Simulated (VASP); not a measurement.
# GaN (R-3m) in VASP: notebook

The runs below take GaN through single point, with r2SCAN.

All numbers are computed with VASP 6.6.1; they aren't measurements. Logs are shortened: lines on timing, memory, paths and dates and some standing lists are left out, and cuts for length are marked.

## Step 1: The cell of the first run

Symmetry: R-3m, No. 166, trigonal system. The conventional cell has a = 2.922 Å, b = 2.922 Å, c = 7.351 Å, α = 90.00°, β = 90.00°, γ = 120.00°. Within 2.8 Å of Ga (site symmetry -3m) lie 6 N at 2.09 Å. Within 2.8 Å of N (site symmetry -3m) lie 6 Ga at 2.09 Å.

## Step 2: Single point, r2SCAN (epitaxial 111 strain -2.0%)

Input file POSCAR:

```
GaN
1.0
    0.0372019861      2.1035469157      2.1035469157
    2.1035469157      0.0372019861      2.1035469157
    2.1035469157      2.1035469157      0.0372019861
Ga N
1 1
Direct
    0.0000000000      0.0000000000      0.0000000000
    0.5000000000      0.5000000000      0.5000000000
```

Input file INCAR.step1:

```
SYSTEM = GaN
ALGO = Normal
EDIFF = 1E-5
ENCUT = 1460
GGA = PE
GGA_COMPAT = .FALSE.
ISMEAR = 0
LASPH = .TRUE.
LCHARG = .FALSE.
LREAL = .FALSE.
LWAVE = .TRUE.
NBANDS = 16
NELM = 120
PREC = Accurate
SIGMA = 0.01
```

Input file INCAR.step2:

```
SYSTEM = GaN
ALGO = Normal
EDIFF = 1E-6
ENCUT = 1460
GGA_COMPAT = .FALSE.
ISIF = 2
ISMEAR = 0
ISTART = 1
LASPH = .TRUE.
LCHARG = .TRUE.
LELF = .TRUE.
LMIXTAU = .TRUE.
LREAL = .FALSE.
LVHAR = .TRUE.
LWAVE = .FALSE.
METAGGA = R2SCAN
NBANDS = 16
NELM = 120
PREC = Accurate
SIGMA = 0.01
```

Input file KPOINTS:

```
k-points
0
G
  10 10 10
  0 0 0
```

Potentials or basis: VASP PAW PBE potentials, release 64 (Ga_d, N_h).

Run with:

```console
$ cat potpaw_PBE.64/Ga_d/POTCAR potpaw_PBE.64/N_h/POTCAR > POTCAR
$ cp INCAR.step1 INCAR
$ mpirun -np 1 vasp_std > vasp.out
$ cp INCAR.step2 INCAR
$ mpirun -np 1 vasp_std > vasp.out
```

OUTCAR:

```text
SYSTEM = GaN
   EDIFF = 1E-6
   ENCUT = 1460
   ISIF = 2
   ISMEAR = 0
   ISTART = 1
   LASPH = .TRUE.
   LREAL = .FALSE.
   METAGGA = R2SCAN
   NELM = 120
   PREC = Accurate

 ion  position               nearest neighbor table
   1  0.000  0.000  0.000-   2 2.09   2 2.09   2 2.09   2 2.09   2 2.09   2 2.09
   2  0.500  0.500  0.500-   1 2.09   1 2.09   1 2.09   1 2.09   1 2.09   1 2.09

  LATTYP: Found a trigonal (rhomboedric) cell.
 ALAT       =     2.9750971818
 COS(alpha) =     0.5176044147

  Lattice vectors:

 A1 = (   0.0372019861,   2.1035469157,   2.1035469157)
 A2 = (   2.1035469157,   0.0372019861,   2.1035469157)
 A3 = (   2.1035469157,   2.1035469157,   0.0372019861)

Analysis of symmetry for initial positions (statically):
=====================================================================
 Subroutine PRICEL returns:
 Original cell was already a primitive cell.

 Routine SETGRP: Setting up the symmetry group for a
 trigonal (rhombohedral) supercell.

 Subroutine GETGRP returns: Found 12 space group operations
 (whereof 12 operations were pure point group operations)
 out of a pool of 12 trial point group operations.

The static configuration has the point symmetry D_3d.

Analysis of symmetry for dynamics (positions and initial velocities):
=====================================================================
 Subroutine PRICEL returns:
 Original cell was already a primitive cell.

 Routine SETGRP: Setting up the symmetry group for a
 trigonal (rhombohedral) supercell.

 Subroutine GETGRP returns: Found 12 space group operations
 (whereof 12 operations were pure point group operations)
 out of a pool of 12 trial point group operations.

The dynamic configuration has the point symmetry D_3d.

 Subroutine INISYM returns: Found 12 space group operations
 (whereof 12 operations are pure point group operations),
 and found     1 'primitive' translations

----------------------------------------------------------------------------------------

                                     Primitive cell

  volume of cell :      18.1222

  direct lattice vectors                    reciprocal lattice vectors
     0.037201986  2.103546916  2.103546916    -0.244094091  0.239852218  0.239852218
     2.103546916  0.037201986  2.103546916     0.239852218 -0.244094091  0.239852218
     2.103546916  2.103546916  0.037201986     0.239852218  0.239852218 -0.244094091

  length of vectors
     2.975097182  2.975097182  2.975097182     0.417899626  0.417899626  0.417899626

  position of ions in fractional coordinates (direct lattice)
     0.000000000  0.000000000  0.000000000
     0.500000000  0.500000000  0.500000000

  ion indices of the primitive-cell ions
   primitive index   ion index
                 1           1
                 2           2

----------------------------------------------------------------------------------------

 KPOINTS: k-points

Automatic generation of k-mesh.
 Grid dimensions read from file:
 generate k-points for:   10   10   10

 Generating k-lattice:

  Cartesian coordinates                     Fractional coordinates (reciprocal lattice)
    -0.024409409  0.023985222  0.023985222     0.100000000  0.000000000 -0.000000000
     0.023985222 -0.024409409  0.023985222     0.000000000  0.100000000 -0.000000000
     0.023985222  0.023985222 -0.024409409     0.000000000  0.000000000  0.100000000

  Length of vectors
     0.041789963  0.041789963  0.041789963

  Shift w.r.t. Gamma in fractional coordinates (k-lattice)
     0.000000000  0.000000000  0.000000000

 Subroutine IBZKPT returns following result:
 ===========================================

 Found    116 irreducible k-points:

 Following reciprocal coordinates:
            Coordinates               Weight
  0.000000  0.000000  0.000000      1.000000
  0.100000 -0.000000 -0.000000      6.000000
  0.200000 -0.000000 -0.000000      6.000000
  0.300000  0.000000 -0.000000      6.000000
  0.400000 -0.000000 -0.000000      6.000000
  0.500000  0.000000 -0.000000      3.000000
[... 16 lines left out ...]
  0.300000  0.300000 -0.000000      6.000000
  0.400000  0.300000 -0.000000     12.000000
 [... further k-points ...]
   k-points           NKPTS =    116   k-points in BZ     NKDIM =    116   number of bands    NBANDS=     16
   number of dos      NEDOS =    301   number of ions     NIONS =      2
   total plane-waves  NPLWV =  64000
   dimension x,y,z NGX =    40 NGY =   40 NGZ =   40
   dimension x,y,z NGXF=    80 NGYF=   80 NGZF=   80
   ions per type =               1   1
   NGX,Y,Z   is equivalent  to a cutoff of  22.35, 22.35, 22.35 a.u.
   NGXF,Y,Z  is equivalent  to a cutoff of  44.70, 44.70, 44.70 a.u.
 SYSTEM =  GaN
   PREC   = accura    normal or accurate (medium, high low for compatibility)
   ISTART =      1    job   : 0-new  1-cont  2-samecut
   ICHARG =      0    charge: 1-file 2-atom 10-const
   ISPIN  =      1    spin polarized calculation?
   LNONCOLLINEAR =      F non collinear calculations
   LSORBIT =      F    spin-orbit coupling
   LASPH  =      T    aspherical Exc in radial PAW
   ENCUT  = 1460.0 eV 107.31 Ry   10.36 a.u.   9.27  9.27  9.27*2*pi/ulx,y,z
   NELM   =    120;   NELMIN=  2; NELMDL=  0     # of ELM steps
   EDIFF  = 0.1E-05   stopping-criterion for ELM
   LREAL  =      F    real-space projection
[... 7 lines left out ...]
   TEBEG  =    0.0;   TEEND  =   0.0 temperature during run
   PSTRESS=    0.0 pullay stress
   NELECT =      18.0000    total number of electrons
   NUPDOWN=      -1.0000    fix difference up-down
   EMIN   =  10.00;   EMAX   =-10.00  energy-range for DOS
   EFERMI =   0.00;   METHOD = LEGACY
   ISMEAR =     0;   SIGMA  =   0.01  broadening in eV -4-tet -1-fermi 0-gaus
   EFERMI_NEDOS =   21; number of points for ismear=-14 and -15
   IALGO  =     38    algorithm
   IMIX   =      4    mixing-type and parameters
     AMIX     =   0.40;   BMIX     =  1.00
     AMIX_MAG =   1.60;   BMIX_MAG =  1.00
  volume/ion in A,a.u.               =       9.06        61.15
  Fermi-wavevector in a.u.,A,eV,Ry     =   1.633410  3.086698 36.300733  2.668029
  Thomas-Fermi vector in A             =   2.725220
   LORBIT       =      0    0 simple, 1 ext, 2 COOP (PROOUT), +10 PAW based schemes
   METAGGA = R2SCAN    functional components
   LHFCALC =     F    Hartree Fock is set to
   AEXX    =    0.0000 exact exchange contribution
   IVDW    =     0    specifies the selected vdW correction
   LEPSILON=     F    determine dielectric tensor
   LRPA    =     F    only Hartree local field effects (RPA)
 non-spin polarized calculation
 Gauss-broadening in eV      SIGMA  =   0.01
  energy-cutoff  :     1460.00
  volume of cell :       18.12
 maximum number of plane-waves:      2313
 NGX is ok and might be reduce to    40
   NGX = 19   NGY = 19   NGZ = 19

 number of electron      18.0000000 magnetization

 Free energy of the ion-electron system (eV)
  ---------------------------------------------------
  ext. energy  EPLUGINS =         0.00000000
  ---------------------------------------------------
  free energy    TOTEN  =       -20.94431724 eV

  energy without entropy =      -20.94431724  energy(sigma->0) =      -20.94431724

 E-fermi :   8.6931     XC(G=0): -14.4301

 val. band max:        8.6029763452   @ k =   0.4000   0.2000   0.2000
 cond. band min:       9.9267184836   @ k =   0.5000   0.5000  -0.0000
 fundamental gap:      1.3237421384
 Fermi energy:         8.6930626395

 k-point     1 :       0.0000    0.0000    0.0000
  band No.  band energies     occupation
      1      -9.9324      2.00000
      2      -5.8253      2.00000
      3      -5.8197      2.00000
      4      -5.8197      2.00000
      5      -5.7357      2.00000
      6      -5.7357      2.00000
[... 8 lines left out ...]
     15      26.1679      0.00000
     16      26.1679      0.00000

 k-point     2 :       0.1000   -0.0000   -0.0000
  band No.  band energies     occupation
      1      -9.7255      2.00000
      2      -5.8317      2.00000
      3      -5.8175      2.00000
      4      -5.8000      2.00000
      5      -5.7590      2.00000
      6      -5.7490      2.00000
[... 8 lines left out ...]
     15      25.8693      0.00000
     16      26.0648      0.00000

 k-point     3 :       0.2000   -0.0000   -0.0000
  band No.  band energies     occupation
      1      -9.1265      2.00000
      2      -5.8797      2.00000
      3      -5.8446      2.00000
      4      -5.8364      2.00000
      5      -5.7310      2.00000
      6      -5.7203      2.00000
[... 8 lines left out ...]
     15      26.3849      0.00000
     16      27.1489      0.00000

 k-point     4 :       0.3000    0.0000   -0.0000
  band No.  band energies     occupation
      1      -8.2174      2.00000
      2      -5.9656      2.00000
      3      -5.9201      2.00000
      4      -5.8904      2.00000
      5      -5.6560      2.00000
      6      -5.6529      2.00000
[... 8 lines left out ...]
     15      28.2715      0.00000
     16      29.1389      0.00000

 k-point     5 :       0.4000   -0.0000   -0.0000
  band No.  band energies     occupation
      1      -7.2110      2.00000
      2      -6.0396      2.00000
      3      -5.9878      2.00000
      4      -5.9642      2.00000
      5      -5.5953      2.00000
      6      -5.5939      2.00000
[... 8 lines left out ...]
     15      30.8134      0.00000
     16      31.7619      0.00000

 k-point     6 :       0.5000    0.0000   -0.0000
  band No.  band energies     occupation
      1      -6.6472      2.00000
      2      -6.0818      2.00000
      3      -6.0539      2.00000
      4      -6.0135      2.00000
      5      -5.5733      2.00000
      6      -5.5700      2.00000
[... 8 lines left out ...]
     15      33.1678      0.00000
     16      34.0852      0.00000

 k-point     7 :       0.1000    0.1000   -0.0000
  band No.  band energies     occupation
      1      -9.6645      2.00000
      2      -5.8423      2.00000
      3      -5.8072      2.00000
      4      -5.7974      2.00000
      5      -5.7841      2.00000
      6      -5.7245      2.00000
[... 8 lines left out ...]
     15      27.7569      0.00000
     16      28.2122      0.00000

 k-point     8 :       0.2000    0.1000    0.0000
  band No.  band energies     occupation
      1      -9.2164      2.00000
      2      -5.8753      2.00000
      3      -5.8431      2.00000
      4      -5.7999      2.00000
      5      -5.7508      2.00000
      6      -5.7013      2.00000
[... 8 lines left out ...]
     15      28.1083      0.00000
     16      28.7338      0.00000

 k-point     9 :       0.3000    0.1000   -0.0000
  band No.  band energies     occupation
      1      -8.4541      2.00000
      2      -5.9426      2.00000
      3      -5.8666      2.00000
      4      -5.8555      2.00000
      5      -5.6683      2.00000
      6      -5.6397      2.00000
[... 8 lines left out ...]
     15      28.3892      0.00000
     16      29.9830      0.00000
[... 172 lines left out ...]
 k-point    19 :       0.5000    0.2000    0.0000
  band No.  band energies     occupation
      1      -7.4706      2.00000
      2      -5.9450      2.00000
      3      -5.9063      2.00000
      4      -5.7490      2.00000
      5      -5.5555      2.00000
      6      -4.7408      2.00000
[... 8 lines left out ...]
     15      32.0469      0.00000
     16      33.7723      0.00000

 k-point    20 :      -0.4000    0.2000   -0.0000
  band No.  band energies     occupation
      1      -7.3150      2.00000
      2      -5.9645      2.00000
      3      -5.9482      2.00000
      4      -5.7649      2.00000
      5      -5.5829      2.00000
      6      -4.6694      2.00000
[... 8 lines left out ...]
     15      30.6900      0.00000
     16      31.3360      0.00000

 k-point    21 :      -0.3000    0.2000    0.0000
  band No.  band energies     occupation
      1      -7.4993      2.00000
      2      -5.9796      2.00000
      3      -5.9386      2.00000
      4      -5.8263      2.00000
      5      -5.6405      2.00000
      6      -5.1076      2.00000
[... 8 lines left out ...]
     15      29.8324      0.00000
     16      31.4667      0.00000

 k-point    22 :      -0.2000    0.2000    0.0000
  band No.  band energies     occupation
      1      -8.0643      2.00000
      2      -5.9585      2.00000
      3      -5.9139      2.00000
      4      -5.8654      2.00000
      5      -5.6999      2.00000
      6      -5.4446      2.00000
[... 8 lines left out ...]
     15      28.9985      0.00000
     16      31.3875      0.00000

 k-point    23 :       0.3000    0.3000   -0.0000
  band No.  band energies     occupation
      1      -8.2889      2.00000
      2      -5.9474      2.00000
      3      -5.6628      2.00000
      4      -5.6354      2.00000
      5      -5.6339      2.00000
      6      -5.3583      2.00000
[... 8 lines left out ...]
     15      33.9728      0.00000
     16      35.6974      0.00000

 k-point    24 :       0.4000    0.3000   -0.0000
  band No.  band energies     occupation
      1      -8.0493      2.00000
      2      -5.9621      2.00000
      3      -5.6992      2.00000
      4      -5.6266      2.00000
      5      -5.5640      2.00000
      6      -4.7257      2.00000
[... 8 lines left out ...]
     15      34.8608      0.00000
     16      36.7935      0.00000

 [... further k-points ...]

------------------------ aborting loop because EDIFF is reached ----------------------------------------

  FORCE on cell =-STRESS in cart. coord.  units (eV):
  Direction    XX          YY          ZZ          XY          YZ          ZX
  --------------------------------------------------------------------------------------
  -------------------------------------------------------------------------------------
  Total        1.1758899      1.1758899      1.1758899     -0.5059458     -0.5059458     -0.5059458
  in kB      103.9599253    103.9599253    103.9599253    -44.7304522    -44.7304522    -44.7304522
  external PRESSURE =     103.9599253 kB  Pullay stress =       0.0000000 kB

 VOLUME and BASIS-vectors are now :
 -----------------------------------------------------------------------------
  energy-cutoff  :     1460.00
  volume of cell :       18.12
      direct lattice vectors                 reciprocal lattice vectors
     0.037201986  2.103546916  2.103546916    -0.244094091  0.239852218  0.239852218
     2.103546916  0.037201986  2.103546916     0.239852218 -0.244094091  0.239852218
     2.103546916  2.103546916  0.037201986     0.239852218  0.239852218 -0.244094091

 POSITION                                       TOTAL-FORCE (eV/Angst)
 -----------------------------------------------------------------------------------
      0.00000      0.00000      0.00000        -0.000000      0.000000      0.000000
      2.12215      2.12215      2.12215         0.000000      0.000000     -0.000000
 -----------------------------------------------------------------------------------
    total drift:                                0.000000     -0.000000     -0.000000

  FREE ENERGIE OF THE ION-ELECTRON SYSTEM (eV)
  ---------------------------------------------------
  free  energy   TOTEN  =       -20.9443172365 eV

  energy  without entropy=      -20.9443172365  energy(sigma->0) =      -20.94431724
```

Wall time 7.6 min (1 thread of Intel Xeon Platinum 8259CL at 2.50GHz (Skylake/Cascade Lake), shared host); peak memory 0.39 GiB.

What came out:

```yaml
Free_energy: -20.9443 eV
Pressure: 10.4 GPa
Band_gap_on_the_k_mesh: 1.32 eV (least direct gap 3.72 eV)
```

Levels at points of the mesh, in eV from the valence-band top:
```
           k point  band 7  band 8  band 9  band 10  band 11  band 12
(0.00, 0.00, 0.00)   -0.87   -0.50   -0.50     3.22    15.13    15.94
(0.50, 0.00, 0.00)   -8.54   -0.34   -0.20     5.36     9.78    10.02
(0.50, 0.50, 0.00)   -7.60   -3.50   -3.14     1.32     8.52    13.38
(0.50, 0.50, 0.50)   -8.85   -0.09   -0.09     5.86    10.42    10.42
```

Caveat: the cell differs from its parent crystal (epitaxial 111 strain -2.0%); the cell stands under pressure; the structure was generated, so it needn't be the stable form of GaN; the PAW data sets were made with another functional, which shifts forces and pressure a little. A k mesh can miss the band edges.

## Step 3: Single point, r2SCAN, non-collinear spin, zero start, spin-orbit coupling (epitaxial 111 strain -3.0%)

Input file POSCAR:

```
GaN
1.0
    0.0560502360      2.1013100133      2.1013100133
    2.1013100133      0.0560502360      2.1013100133
    2.1013100133      2.1013100133      0.0560502360
Ga N
1 1
Direct
    0.0000000000      0.0000000000      0.0000000000
    0.5000000000      0.5000000000      0.5000000000
```

Input file INCAR.step1:

```
PREC = Accurate ; ENCUT = 520
ISMEAR = -1 ; SIGMA = 0.02
LREAL = F ; LASPH = T
NELM = 150 ; LNONCOLLINEAR = T
MAGMOM = 0 0 0 0 0 0 ; LSORBIT = T
GGA_COMPAT = F ; NBANDS = 30
GGA = PE ; ALGO = Normal
EDIFF = 1E-4 ; LWAVE = T
LCHARG = F
```

Input file INCAR.step2:

```
PREC = Accurate ; ENCUT = 520
EDIFF = 1E-6 ; ISMEAR = -1
SIGMA = 0.02 ; LREAL = F
LASPH = T ; NELM = 150
ALGO = Normal ; ISIF = 2
LWAVE = F ; LCHARG = F
LNONCOLLINEAR = T ; MAGMOM = 0 0 0 0 0 0
LORBIT = 11 ; LSORBIT = T
GGA_COMPAT = F ; LORBMOM = T
METAGGA = R2SCAN ; LMIXTAU = T
NBANDS = 30 ; ISTART = 1
```

Input file KPOINTS:

```
Automatic mesh
0
Gamma
  10 10 10
```

Potentials or basis: VASP PAW PBE potentials, release 64 (Ga_d, N).

Run with:

```console
$ cat potpaw_PBE.64/Ga_d/POTCAR potpaw_PBE.64/N/POTCAR > POTCAR
$ cp INCAR.step1 INCAR
$ mpirun -np 1 vasp_ncl > vasp.out
$ cp INCAR.step2 INCAR
$ mpirun -np 1 vasp_ncl > vasp.out
```

Wall time 12 min (1 thread of Intel Xeon 8259CL, shared host); peak memory 0.28 GiB.

Results (log left out):

| Item | Value |
| --- | --- |
| Free energy | -20.9017 eV |
| Pressure | 15.6 GPa |
| Net moment | 0.00 μB per cell |
| Valence electrons inside the program's atomic spheres | Ga 11.71; N 3.82 |

Stress tensor (GPa, compression positive):
```
15.59 -6.96 -6.96
-6.96 15.59 -6.96
-6.96 -6.96 15.59
```

Moments on the atoms (μB; x, y, z):
```
Ga  0.00 0.00 0.00
N   0.00 0.00 0.00
```

Caveat: the cell differs from its parent crystal (epitaxial 111 strain -3.0%); the cell stands under pressure; the structure was generated, so it needn't be the stable form of GaN; the PAW data sets were made with another functional, which shifts forces and pressure a little.

(Continued in part 2 of 2.)
